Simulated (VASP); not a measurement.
# Ta (P6_3/mmc) in VASP: settings compared, part 2 of 2

VASP 6.6.1. The steps go on from the part before.

## (3) Single point, RPBE+D3(BJ) (volume scaled by 1.06)

Input file INCAR:

```
SYSTEM = Ta
PREC = Accurate
ENCUT = 520
EDIFF = 1E-6
ISMEAR = 1
SIGMA = 0.2
LREAL = .False.
LASPH = .True.
NELM = 60
ALGO = Normal
ISIF = 2
LWAVE = .False.
LCHARG = .True.
GGA = RP
IVDW = 12
LELF = .True.
LVHAR = .True.
NBANDS = 18
```

Input file KPOINTS:

```
Automatic mesh
0
Gamma
  11 11 5
  0 0 0
```

Input file POSCAR:

```
Ta
1.0
    2.9572565550      0.0000000000      0.0000000000
   -1.4786282775      2.5610593022      0.0000000000
    0.0000000000      0.0000000000      5.2675992145
Ta
2
Direct
    0.3333333333      0.6666666667      0.2500000000
    0.6666666667      0.3333333333      0.7500000000
```

Potentials or basis: VASP PAW PBE potentials, release 64 (Ta_pv).

The run is started by

```console
$ cat potpaw_PBE.64/Ta_pv/POTCAR > POTCAR
$ mpirun -np 1 vasp_std > vasp.out
```

OUTCAR:

```text
SYSTEM = Ta
   PREC = Accurate
   ENCUT = 520
   EDIFF = 1E-6
   ISMEAR = 1
   LREAL = .False.
   LASPH = .True.
   NELM = 60
   ISIF = 2
   GGA = RP
   IVDW = 12
 IVDW          = 12

 ion  position               nearest neighbor table
   1  0.333  0.667  0.250-   2 3.14   2 3.14   2 3.14   2 3.14   2 3.14   2 3.14
   2  0.667  0.333  0.750-   1 3.14   1 3.14   1 3.14   1 3.14   1 3.14   1 3.14

  LATTYP: Found a hexagonal cell.
 ALAT       =     2.9572565550
 C/A-ratio  =     1.7812452577

  Lattice vectors:

 A1 = (   2.9572565550,   0.0000000000,   0.0000000000)
 A2 = (  -1.4786282775,   2.5610593022,   0.0000000000)
 A3 = (   0.0000000000,   0.0000000000,   5.2675992145)

Analysis of symmetry for initial positions (statically):
=====================================================================
 Subroutine PRICEL returns:
 Original cell was already a primitive cell.

 Routine SETGRP: Setting up the symmetry group for a
 hexagonal supercell.

 Subroutine GETGRP returns: Found 24 space group operations
 (whereof 12 operations were pure point group operations)
 out of a pool of 24 trial point group operations.

The static configuration has the point symmetry D_3d.
 The point group associated with its full space group is D_6h.

Analysis of symmetry for dynamics (positions and initial velocities):
=====================================================================
 Subroutine PRICEL returns:
 Original cell was already a primitive cell.

 Routine SETGRP: Setting up the symmetry group for a
 hexagonal supercell.

 Subroutine GETGRP returns: Found 24 space group operations
 (whereof 12 operations were pure point group operations)
 out of a pool of 24 trial point group operations.

The dynamic configuration has the point symmetry D_3d.
 The point group associated with its full space group is D_6h.

 Subroutine INISYM returns: Found 24 space group operations
 (whereof 12 operations are pure point group operations),
 and found     1 'primitive' translations

[... 115 lines left out ...]
  volume/ion in A,a.u.               =      19.95       134.61
  Fermi-wavevector in a.u.,A,eV,Ry     =   1.342482  2.536924 24.521223  1.802259
  Thomas-Fermi vector in A             =   2.470633
   LORBIT       =      0    0 simple, 1 ext, 2 COOP (PROOUT), +10 PAW based schemes
   GGA     = RP    functional components
   LHFCALC =     F    Hartree Fock is set to
   AEXX    =    0.0000 exact exchange contribution
   IVDW    =    12    specifies the selected vdW correction
   LEPSILON=     F    determine dielectric tensor
   LRPA    =     F    only Hartree local field effects (RPA)
 non-spin polarized calculation
 Methfessel and Paxton  Order N= 1 SIGMA  =   0.20
  energy-cutoff  :      520.00
  volume of cell :       39.90
 maximum number of plane-waves:      1099
 NGX is ok and might be reduce to    24
   NGX = 11   NGY = 11   NGZ = 19

 number of electron      22.0000000 magnetization

 Free energy of the ion-electron system (eV)
  ---------------------------------------------------
  ext. energy  EPLUGINS =         0.00000000
  ---------------------------------------------------
  free energy    TOTEN  =       -22.05044196 eV

  energy without entropy =      -22.05396982  energy(sigma->0) =      -22.05161792

 E-fermi :   5.2025     XC(G=0): -12.0332

 val. band max:        5.1659064886   @ k =   0.0909   0.0909   0.2000
 cond. band min:       5.2090586149   @ k =   0.2727   0.0909   0.4000
 fundamental gap:      0.0431521263
 Fermi energy:         5.2025307818

 k-point     1 :       0.0000    0.0000    0.0000
  band No.  band energies     occupation
      1     -29.4413      2.00000
      2     -28.7884      2.00000
      3     -28.6726      2.00000
      4     -28.6726      2.00000
      5     -28.6058      2.00000
      6     -28.6058      2.00000
[... 481 lines left out ...]
      5     -28.7723      2.00000
      6     -28.7132      2.00000
[... 10 lines left out ...]
     17       9.9033      0.00000
     18      11.3871      0.00000

 [... further k-points ...]

------------------------ aborting loop because EDIFF is reached ----------------------------------------

 Edisp (eV)   -8.62728

 E8    (eV) :    -6.4667

  FORCE on cell =-STRESS in cart. coord.  units (eV):
  Direction    XX          YY          ZZ          XY          YZ          ZX
  --------------------------------------------------------------------------------------
  -------------------------------------------------------------------------------------
  Total     -11.03981   -11.03981   -11.65175    -0.00000    -0.00000     0.00000
  in kB    -443.35423  -443.35423  -467.92952    -0.00000    -0.00000     0.00000
  external pressure =     -451.55 kB  Pullay stress =        0.00 kB

 VOLUME and BASIS-vectors are now :
 -----------------------------------------------------------------------------
  energy-cutoff  :      520.00
  volume of cell :       39.90
      direct lattice vectors                 reciprocal lattice vectors
     2.957256555  0.000000000  0.000000000     0.338151250  0.195231715  0.000000000
    -1.478628277  2.561059302  0.000000000     0.000000000  0.390463430  0.000000000
     0.000000000  0.000000000  5.267599214     0.000000000  0.000000000  0.189839804

 POSITION                                       TOTAL-FORCE (eV/Angst)
 -----------------------------------------------------------------------------------
     -0.00000      1.70737      1.31690        -0.000000      0.000000      0.000000
      1.47863      0.85369      3.95070         0.000000     -0.000000      0.000000
 -----------------------------------------------------------------------------------
    total drift:                               -0.000000      0.000000     -0.000000

  FREE ENERGIE OF THE ION-ELECTRON SYSTEM (eV)
  ---------------------------------------------------
  free  energy   TOTEN  =       -30.6777194107 eV

  energy  without entropy=      -30.6812472729  energy(sigma->0) =      -30.67889536
```

OSZICAR:

```text
N       E                     dE             d eps       ncg     rms          rms(c)
DAV:   1     0.168540604906E+03    0.16854E+03   -0.12767E+04  1728   0.124E+03
DAV:   2    -0.191271752893E+02   -0.18767E+03   -0.18485E+03  2158   0.353E+02
DAV:   3    -0.229685036933E+02   -0.38413E+01   -0.37726E+01  2086   0.479E+01
DAV:   4    -0.229990145895E+02   -0.30511E-01   -0.30422E-01  2022   0.437E+00
DAV:   5    -0.229992560424E+02   -0.24145E-03   -0.24144E-03  1938   0.374E-01    0.156E+01
DAV:   6    -0.222698928868E+02    0.72936E+00   -0.85890E-01  1920   0.803E+00    0.739E+00
DAV:   7    -0.220519214957E+02    0.21797E+00   -0.72358E-01  1978   0.697E+00    0.576E-01
DAV:   8    -0.220504725622E+02    0.14489E-02   -0.11050E-02  1900   0.881E-01    0.171E-01
DAV:   9    -0.220504639228E+02    0.86394E-05   -0.54543E-04  2010   0.203E-01    0.582E-02
DAV:  10    -0.220504443431E+02    0.19580E-04   -0.36956E-05  2088   0.457E-02    0.552E-03
DAV:  11    -0.220504431037E+02    0.12394E-05   -0.28839E-06  1664   0.120E-02    0.423E-03
DAV:  12    -0.220504418843E+02    0.12194E-05   -0.20831E-07   916   0.473E-03    0.772E-04
DAV:  13    -0.220504419615E+02   -0.77114E-07   -0.19171E-08   878   0.113E-03
   1 F= -.30677719E+02 E0= -.30678895E+02  d E =0.352786E-02
```

stdout:

```text
POSCAR found type information on POSCAR Ta
 POSCAR found :  1 types and       2 ions
 scaLAPACK will be used
 -----------------------------------------------------------------------------
|                                                                             |
|                                                                             |
|     You enforced a specific xc type in the INCAR file but a different       |
|     I HOPE YOU KNOW WHAT YOU ARE DOING!                                     |
|                                                                             |
 -----------------------------------------------------------------------------

 LDA part: xc-table for (Slater+PW92), standard interpolation
 POSCAR, INCAR and KPOINTS ok, starting setup
 FFT: planning ... GRIDC
 FFT: planning ... GRID_SOFT
 FFT: planning ... GRID
 WAVECAR not read
 entering main loop
```

Wall time 56 s (1 thread of AMD EPYC 7R13, shared host); peak memory 0.15 GiB.

Results:

| Quantity | Value |
| --- | --- |
| Free energy | -30.6777 eV |
| Pressure | -45.2 GPa |
| Band gap on the k mesh | zero (band 11 reaches 5.96 eV, above the bottom of band 12 at 4.63 eV) |
| Dispersion energy per atom | -4.314 eV |

Stress tensor (GPa, compression positive):
```
-44.34   0.00   0.00
  0.00 -44.34   0.00
  0.00   0.00 -46.79
```

Caveat: the cell differs from its parent crystal (volume scaled by 1.06); the PAW data sets were made with another functional, which shifts forces and pressure a little; spin-orbit coupling is left out, which moves the levels of the heavy elements; pairwise dispersion overbinds metals, which lowers pressure and volume.

## (4) Single point, PBEsol

This run uses another cell than the first one, of 16.08 Å³/atom, 0.822 times its volume.

Input file INCAR:

```
SYSTEM = Ta
  PREC = Accurate
  ENCUT = 520
  EDIFF = 1E-6
  ISMEAR = -1
  SIGMA = 0.05
  LREAL = .FALSE.
  LASPH = .TRUE.
  NELM = 100
  ALGO = Normal
  ISIF = 2
  LWAVE = .FALSE.
  LCHARG = .FALSE.
  GGA = PS
  NBANDS = 18
```

Input file KPOINTS:

```
regular mesh
0
G
  11 11 5
  0 0 0
```

Input file POSCAR:

```
Ta
1.0
    2.7577817451      0.0000000000      0.0000000000
   -1.3788908725      2.3883090493      0.0000000000
    0.0000000000      0.0000000000      4.8822816211
Ta
2
Direct
    0.3333333333      0.6666666667      0.2500000000
    0.6666666667      0.3333333333      0.7500000000
```

The run is started by

```console
$ cat potpaw_PBE.64/Ta_pv/POTCAR > POTCAR
$ mpirun -np 1 vasp_std > vasp.out
```

Wall time 11 s (1 thread of Intel Xeon 6975P-C (Granite Rapids), shared host); peak memory 0.16 GiB.

It converged, with:

| Property | Result |
| --- | --- |
| Free energy | -24.1781 eV |
| Pressure | 30.9 GPa |
| Band gap on the k mesh | zero (band 11 reaches 8.11 eV, above the bottom of band 12 at 6.06 eV) |

Stress tensor (GPa, compression positive):
```
30.93  0.00  0.00
 0.00 30.93  0.00
 0.00  0.00 30.72
```

Levels at points of the mesh, in eV from the Fermi level:
```
           k point  band 9  band 10  band 11  band 12  band 13  band 14
(0.00, 0.00, 0.00)   -0.76     0.51     0.53     0.53     1.25     1.25
```

Caveat: the PAW data sets were made with another functional, which shifts forces and pressure a little; spin-orbit coupling is left out, which moves the levels of the heavy elements.

## (5) Single point, PBEsol

This run uses another cell than the first one, of 16.64 Å³/atom, 0.850 times its volume.

Input file INCAR:

```
PREC     = Accurate       # precision mode
ENCUT    = 520            # plane-wave cutoff, eV
EDIFF    = 1E-6           # SCF threshold, eV
ISMEAR   = -1             # smearing method
SIGMA    = 0.05           # smearing width, eV
LREAL    = F              # projectors in reciprocal space
LASPH    = T              # aspherical terms in the spheres
NELM     = 60             # most SCF steps
ALGO     = Normal         # electronic algorithm
ISIF     = 2              # what is computed and relaxed
LWAVE    = F              # write WAVECAR
LCHARG   = F              # write CHGCAR
GGA      = PS             # functional
NBANDS   = 18             # bands
```

Input file KPOINTS:

```
Automatic mesh
0
Gamma
  11 11 5
```

Input file POSCAR:

```
Ta
1.0
    2.7863948909      0.0000000000      0.0000000000
   -1.3931974454      2.4130887605      0.0000000000
    0.0000000000      0.0000000000      4.9490063193
Ta
2
Direct
    0.3333333333      0.6666666667      0.2500000000
    0.6666666667      0.3333333333      0.7500000000
```

Potentials or basis: VASP PAW PBE potentials, release 64 (Ta_pv).

The run is started by

```console
$ cat potpaw_PBE.64/Ta_pv/POTCAR > POTCAR
$ mpirun -np 1 vasp_std > vasp.out
```

OUTCAR:

```text
PREC = Accurate
   ENCUT = 520
   EDIFF = 1E-6
   ISMEAR = -1
   LREAL = F
   LASPH = T
   NELM = 60
   ISIF = 2
   GGA = PS

 ion  position               nearest neighbor table
   1  0.333  0.667  0.250-   2 2.95   2 2.95   2 2.95   2 2.95   2 2.95   2 2.95
   2  0.667  0.333  0.750-   1 2.95   1 2.95   1 2.95   1 2.95   1 2.95   1 2.95

  LATTYP: Found a hexagonal cell.
 ALAT       =     2.7863948909
 C/A-ratio  =     1.7761324267

  Lattice vectors:

 A1 = (   2.7863948909,   0.0000000000,   0.0000000000)
 A2 = (  -1.3931974454,   2.4130887605,   0.0000000000)
 A3 = (   0.0000000000,   0.0000000000,   4.9490063193)

Analysis of symmetry for initial positions (statically):
=====================================================================
 Subroutine PRICEL returns:
 Original cell was already a primitive cell.

 Routine SETGRP: Setting up the symmetry group for a
 hexagonal supercell.

 Subroutine GETGRP returns: Found 24 space group operations
 (whereof 12 operations were pure point group operations)
 out of a pool of 24 trial point group operations.

The static configuration has the point symmetry D_3d.
 The point group associated with its full space group is D_6h.

Analysis of symmetry for dynamics (positions and initial velocities):
=====================================================================
 Subroutine PRICEL returns:
 Original cell was already a primitive cell.

 Routine SETGRP: Setting up the symmetry group for a
 hexagonal supercell.

 Subroutine GETGRP returns: Found 24 space group operations
 (whereof 12 operations were pure point group operations)
 out of a pool of 24 trial point group operations.

The dynamic configuration has the point symmetry D_3d.
 The point group associated with its full space group is D_6h.

 Subroutine INISYM returns: Found 24 space group operations
 (whereof 12 operations are pure point group operations),
 and found     1 'primitive' translations

[... 110 lines left out ...]
   EFERMI_NEDOS =   21; number of points for ismear=-14 and -15
   IALGO  =     38    algorithm
   IMIX   =      4    mixing-type and parameters
     AMIX     =   0.40;   BMIX     =  1.00
     AMIX_MAG =   1.60;   BMIX_MAG =  1.00
  volume/ion in A,a.u.               =      16.64       112.28
  Fermi-wavevector in a.u.,A,eV,Ry     =   1.426169  2.695069 27.673689  2.033959
  Thomas-Fermi vector in A             =   2.546475
   LORBIT       =      0    0 simple, 1 ext, 2 COOP (PROOUT), +10 PAW based schemes
   GGA     = PS    functional components
   LHFCALC =     F    Hartree Fock is set to
   AEXX    =    0.0000 exact exchange contribution
   IVDW    =     0    specifies the selected vdW correction
   LEPSILON=     F    determine dielectric tensor
   LRPA    =     F    only Hartree local field effects (RPA)
 non-spin polarized calculation
  energy-cutoff  :      520.00
  volume of cell :       33.28
 maximum number of plane-waves:       909
 NGX is ok and might be reduce to    24
   NGX = 11   NGY = 11   NGZ = 19

 number of electron      22.0000002 magnetization

 Free energy of the ion-electron system (eV)
  ---------------------------------------------------
  ext. energy  EPLUGINS =         0.00000000
  ---------------------------------------------------
  free energy    TOTEN  =       -24.35730766 eV

  energy without entropy =      -24.34384123  energy(sigma->0) =      -24.35057445

 E-fermi :   6.4386     XC(G=0): -13.1292

 val. band max:        6.4171196596   @ k =   0.3636   0.0000   0.0000
 cond. band min:       6.4849925868   @ k =   0.2727   0.0909   0.0000
 fundamental gap:      0.0678729272
 Fermi energy:         6.4385730335

 k-point     1 :       0.0000    0.0000    0.0000
  band No.  band energies     occupation
      1     -28.0986      2.00000
      2     -26.8474      2.00000
      3     -26.7272      2.00000
      4     -26.7272      2.00000
      5     -26.6035      2.00000
      6     -26.6035      2.00000
[... 481 lines left out ...]
      5     -26.8928      2.00000
      6     -26.7949      2.00000
[... 10 lines left out ...]
     17      12.2397      0.00000
     18      14.2866      0.00000

 [... further k-points ...]

------------------------ aborting loop because EDIFF is reached ----------------------------------------

  FORCE on cell =-STRESS in cart. coord.  units (eV):
  Direction    XX          YY          ZZ          XY          YZ          ZX
  --------------------------------------------------------------------------------------
  -------------------------------------------------------------------------------------
  Total        4.2965445      4.2965445      4.2563498      0.0000000     -0.0000000     -0.0000000
  in kB      206.8692433    206.8692433    204.9339568      0.0000000     -0.0000000     -0.0000000
  external PRESSURE =     206.2241478 kB  Pullay stress =       0.0000000 kB

 VOLUME and BASIS-vectors are now :
 -----------------------------------------------------------------------------
  energy-cutoff  :      520.00
  volume of cell :       33.28
      direct lattice vectors                 reciprocal lattice vectors
     2.786394891  0.000000000  0.000000000     0.358886676  0.207203319  0.000000000
    -1.393197445  2.413088760  0.000000000     0.000000000  0.414406638  0.000000000
     0.000000000  0.000000000  4.949006319     0.000000000  0.000000000  0.202060764

 POSITION                                       TOTAL-FORCE (eV/Angst)
 -----------------------------------------------------------------------------------
     -0.00000      1.60873      1.23725         0.000000      0.000000      0.000000
      1.39320      0.80436      3.71175        -0.000000     -0.000000      0.000000
 -----------------------------------------------------------------------------------
    total drift:                               -0.000000      0.000000     -0.000000

  FREE ENERGIE OF THE ION-ELECTRON SYSTEM (eV)
  ---------------------------------------------------
  free  energy   TOTEN  =       -24.3573076647 eV

  energy  without entropy=      -24.3438412340  energy(sigma->0) =      -24.35057445
```

stdout:

```text
POSCAR found type information on POSCAR Ta
 POSCAR found :  1 types and       2 ions
 scaLAPACK will be used
 -----------------------------------------------------------------------------
|                                                                             |
|                                                                             |
|     You enforced a specific xc type in the INCAR file but a different       |
|     I HOPE YOU KNOW WHAT YOU ARE DOING!                                     |
|                                                                             |
 -----------------------------------------------------------------------------

 LDA part: xc-table for (Slater+PW92), standard interpolation
 POSCAR, INCAR and KPOINTS ok, starting setup
 FFT: planning ... GRIDC
 FFT: planning ... GRID_SOFT
 FFT: planning ... GRID
 WAVECAR not read
 entering main loop
```

Wall time 11 s (1 thread of Intel Xeon 6975P-C (Granite Rapids), shared host); peak memory 0.16 GiB.

Results:

* Free energy: -24.3573 eV
* Pressure: 20.6 GPa
* Band gap on the k mesh: zero (band 11 reaches 7.70 eV, above the bottom of band 12 at 5.78 eV)

Stress tensor (GPa, compression positive):
```
20.69  0.00  0.00
 0.00 20.69  0.00
 0.00  0.00 20.49
```

Caveat: the PAW data sets were made with another functional, which shifts forces and pressure a little; spin-orbit coupling is left out, which moves the levels of the heavy elements.

## (6) Overview

| level | cell | smearing | gap on the mesh (eV) | pressure (GPa) |
| --- | --- | --- | --- | --- |
| RPBE+D3(BJ) | a = 2.939, b = 2.939, c = 5.234 Å, angles 90.0, 90.0, 120.0°, 2 atoms | methfessel-paxton 0.2 eV | none | -43.2 |
| RPBE+D3(BJ) | a = 2.957, b = 2.957, c = 5.268 Å, angles 90.0, 90.0, 120.0°, 2 atoms | methfessel-paxton 0.2 eV | none | -45.2 |
| PBEsol | a = 2.758, b = 2.758, c = 4.882 Å, angles 90.0, 90.0, 120.0°, 2 atoms | fermi-dirac 0.05 eV | none | 30.9 |
| PBEsol | a = 2.786, b = 2.786, c = 4.949 Å, angles 90.0, 90.0, 120.0°, 2 atoms | fermi-dirac 0.05 eV | none | 20.6 |

Alike in all rows: task single point; potentials or basis VASP PAW PBE potentials, release 64 (Ta_pv); no spin polarisation; k mesh 11 × 11 × 5; cutoff (eV) 520.

Caveats: the PAW data sets were made with another functional, which shifts forces and pressure a little; spin-orbit coupling is left out, which moves the levels of the heavy elements; pairwise dispersion overbinds metals, which lowers pressure and volume (some runs).

Total energies depend on the potentials used, so only differences within one code and one set of settings carry meaning.
